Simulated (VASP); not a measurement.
A run of VASP 6.6.1 is set up as follows.

INCAR

```
SYSTEM = Al
ALGO = Normal
EDIFF = 1E-7
EDIFFG = -0.002
ENCUT = 500
GGA = PS
GGA_COMPAT = .False.
IBRION = 2
ISIF = 3
ISMEAR = -1
LASPH = .True.
LCHARG = .False.
LREAL = .False.
LWAVE = .False.
NELM = 120
NELMIN = 4
NSW = 100
PREC = Accurate
SIGMA = 0.1
```

Contents of KPOINTS:

```
k-points
0
Gamma
  14 14 14
  0 0 0
```

Contents of POSCAR:

```
Al
1.0
    2.0248050000      2.0248050000      0.0000000000
   -2.0248050000      2.0248050000      0.0000000000
    0.0000000000      2.0248050000      2.0248050000
Al
1
Direct
    0.0000000000      0.0000000000      0.0000000000
```

Potentials or basis: VASP PAW PBE potentials, release 64 (Al).

Command:

```sh
$ cat potpaw_PBE.64/Al/POTCAR > POTCAR
$ mpirun -np 1 vasp_std > vasp.out
```

(1) Predict the relaxed volume.

(2) What does it give for the relaxed cell?

(3) Estimate the band gap on the k mesh.

## Answers

(1) 16.17 Å³/atom.

(2) a = 2.838 Å, b = 2.838 Å, c = 2.838 Å, α = 60.00°, β = 60.00°, γ = 90.00°.

(3) zero (an odd number of electrons rules out a gap without spin polarisation).

Caveat: the PAW data sets were made with another functional, which shifts forces and pressure a little.
